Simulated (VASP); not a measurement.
Crystal: Sc2SbP3.

```
CELL_PARAMETERS angstrom
2.84966 1.64525 4.69444
-2.84966 1.64525 4.69444
0.00000 -3.29050 4.69444
ATOMIC_POSITIONS crystal
Sc 0.37773 0.37773 0.37773
Sc 0.62227 0.62227 0.62227
Sb 0.00000 0.00000 0.00000
P 0.00000 0.50000 0.00000
P 0.00000 0.00000 0.50000
P 0.50000 0.00000 0.00000
```

The cell was generated, and may not be a known phase.

| Property | Result |
| --- | --- |
| Program | VASP 6.6.1 |
| Task | relaxation of cell and atoms |
| Functional | PBE |
| Potentials or basis | VASP PAW PBE potentials, release 64 (Sc_sv, Sb, P) |
| Cutoff | 600 eV |
| k mesh | 6 × 6 × 6 |
| Occupations | gaussian, width 0.1 eV |
| Spin | no spin polarisation |

At the start: pressure -7.5 GPa; volume 22.01 Å³/atom.

Question: How do energy, volume and symmetry change on relaxing?

Answer: Over 28 steps the energy falls by 430.3 meV/atom and the volume is 20.27 Å³/atom (-7.9 %); space group R-3m (No. 166, to 0.1 Å) before and after.

The path:
```tsv
step	energy change (eV)	largest force (eV/Å)	pressure (GPa)	volume (Å³)
1	0.0000	0.1390	-7.54	132.06
2	-0.4506	0.2597	1.83	113.23
3	-0.4578	0.2468	0.55	115.09
4	-0.5757	0.2851	0.72	114.20
5	-0.8650	0.6839	2.91	110.99
6	-0.5743	2.6543	14.04	102.50
7	-0.8561	1.5002	7.72	106.95
8	-0.9198	0.9930	4.99	109.06
9	-0.9780	1.0758	4.31	110.04
10	-1.1411	1.5203	2.50	112.91
11	-1.5373	2.0138	-0.54	118.28
12	-2.1131	1.3442	-3.79	127.58
13	-0.9582	0.0932	-3.21	140.76
14	-2.3285	0.8312	-4.05	129.86
15	-2.3602	0.4747	-2.62	129.87
16	-2.3773	0.5961	-3.15	129.90
17	-2.4461	0.5610	-1.91	126.85
18	-2.4998	0.5038	0.40	121.96
19	-2.5015	0.4911	0.94	120.94
20	-2.5234	0.4267	0.64	121.15
21	-2.5642	0.2548	-0.03	121.73
22	-2.5471	0.4169	-0.52	122.67
23	-2.5784	0.1299	-0.28	122.05
24	-2.5796	0.0580	-0.46	122.31
25	-2.5809	0.0362	-0.38	122.19
26	-2.5810	0.0197	-0.40	122.22
27	-2.5813	0.0571	0.19	121.25
28	-2.5817	0.0248	-0.05	121.65
```

Final structure:
```yaml
crystal:
  lattice:
    - [2.33171, 1.34621, 6.45905]
    - [-2.33171, 1.34621, 6.45905]
    - [0.00000, -2.69243, 6.45905]
  atoms:
    - { symbol: Sc, position: [0.41329, 0.41329, 0.41329] }
    - { symbol: Sc, position: [0.58671, 0.58671, 0.58671] }
    - { symbol: Sb, position: [0.00000, 0.00000, 0.00000] }
    - { symbol: P, position: [0.00000, 0.50000, 0.00000] }
    - { symbol: P, position: [0.00000, 0.00000, 0.50000] }
    - { symbol: P, position: [0.50000, 0.00000, 0.00000] }
```

Caveat: a cell axis changed by over 15 % at a fixed basis, so the end point is rough.
